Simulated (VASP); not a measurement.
Wanted: the native input for a VASP 6.6.1 run.

```
Task                   : single point
Functional             : PBEsol
Potentials or basis    : VASP PAW PBE potentials, release 64 (Cu)
Cutoff                 : 520 eV
k mesh                 : 20 × 20 × 4
Occupations            : gaussian, width 0.15 eV
Spin                   : no spin polarisation
Dipole correction      : no
Further INCAR settings : ALGO = Fast; EDIFF = 1e-06; NBANDS = 42
```

The structure of Cu lies in POSCAR:

```
Cu
1.0
   -1.4427933200     -1.4427933200     -1.3760814500
   -1.4427933200     -1.4427933200      1.3760814500
   -8.6567599200      8.6567599200     -0.8256488700
Cu
6
Direct
    0.4750050000      0.5249950000      0.0833166667
   -0.2749950000      0.2749950000      0.9166500000
    0.3750050000      0.6249950000      0.4166500000
   -0.0749950000      0.0749950000      0.2499833333
    0.2750050000      0.7249950000      0.7499833333
   -0.1749950000      0.1749950000      0.5833166667
```

This cell differs from its parent crystal: the part above a cut slid along it.

These files were run (other wordings do the same):

INCAR

```
  ALGO = Fast
  EDIFF = 1E-6
  ENCUT = 520
  GGA = PS
  ISIF = 2
  ISMEAR = 0
  LASPH = True
  LCHARG = True
  LELF = True
  LREAL = False
  LVHAR = True
  LWAVE = False
  NBANDS = 42
  NELM = 80
  PREC = Accurate
  SIGMA = 0.15
```

KPOINTS

```
k-points
0
Gamma
  20 20 4
```

Potentials or basis: VASP PAW PBE potentials, release 64 (Cu).

Run with:

```bash
$ cat potpaw_PBE.64/Cu/POTCAR > POTCAR
$ mpirun -np 1 vasp_std > vasp.out
```

It gave:

```
Pressure               : 2.4 GPa
Largest force          : 2.177 eV/Å
Band gap on the k mesh : zero (bands 33 and 34 overlap by 5.87 eV)
```

Caveat: the cell differs from its parent crystal (the part above a cut slid along it); the stress differs along the axes, from -2 to 4 GPa; the PAW data sets were made with another functional, which shifts forces and pressure a little.

Wall time 35 min on 1 thread of Oxide Virtual Turin-like Processor (shared host), peak memory 0.8 GiB.
